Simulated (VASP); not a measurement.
Runs of VASP 6.6.1 on Pt. The structure is that of space group Fm-3m (No. 225), or close to it. The cells are those of the table. 

```csv
task,cell,k mesh,cutoff (eV),gap on the mesh (eV),pressure (GPa)
single point,"a = 2.807 Å, angles 90.0, 60.0, 120.0°, 1 atom",12 × 12 × 15,520,none,-0.4
single point,"a = 2.807 Å, angles 60.0°, 1 atom",18 × 18 × 18,520,none,(a)
relaxation of cell and atoms,"relaxed from a = 2.805 Å, angles 60.0°, 1 atom",18 × 18 × 18,600,none,0.0
single point,"a = 2.772 Å, angles 60.0°, 1 atom",8 × 8 × 8,520,none,9.3
```

Alike in all rows: level PBE; potentials or basis VASP PAW PBE potentials, release 64 (Pt); no spin polarisation; smearing gaussian 0.1 eV.

Question: Fill in the values left out.

Answer: (a) -0.5.

Caveats: spin-orbit coupling is left out, which moves the levels of the heavy elements.

A k mesh can miss the band edges, and the runs leave out spin-orbit coupling on Pt.

A gap of «none» marks levels without a gap at the run's occupations.
